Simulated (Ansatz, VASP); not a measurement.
# TaN in VASP and in Ansatz

```xyz
4
Lattice="2.9169 0.0000 0.0000 -1.4584 2.5261 0.0000 0.0000 0.0000 5.9142" Properties=species:S:1:pos:R:3 pbc="T T T"
Ta   -0.0500    0.0000    0.0000
Ta    0.0500    0.0000    2.9571
N     0.0000    1.6841    1.4786
N     1.4584    0.8420    4.4357
```

Change from the starting cell: mode 4 frozen in at -0.050 Å, equal normal strain along x and y +0.0000.

Alike in both runs: task single point; functional PBE; k mesh 15 × 15 × 8; occupations gaussian, width 0.15 eV; no spin polarisation.

|  | VASP | Ansatz |
| --- | --- | --- |
| version | VASP 6.6.1 | Ansatz 0.2.0 |
| potentials or method | VASP PAW PBE potentials, release 64 (Ta_pv, N), cutoff 520 eV | scalar-relativistic, plane waves, PAW |
| valence electrons in the cell | 32 | 36 |

VASP gave:

```
gap on the k mesh at the Fermi level (eV)                     : none
pressure (GPa)                                                : 1.2
traceless stress, the component that is largest in VASP (GPa) : 0.16
rms of the force components (eV/Å)                            : 0.272
```

Question: Which values does Ansatz return?

Answer: gap on the k mesh at the Fermi level (eV): none; pressure (GPa): 0.4; traceless stress, the component that is largest in VASP (GPa): 0.07; rms of the force components (eV/Å): 0.271.

Atom by atom the forces differ by 0.001 eV/Å (rms over components). A gap of «none» marks a metal or a gap that the smearing closes. The functional is the same, so the differences come from potentials, cutoffs and numerics. VASP's potentials hold 32 valence electrons a cell and Ansatz's 36, so a difference there can come from the potentials and not from the codes.

Neither program's run includes spin-orbit coupling.
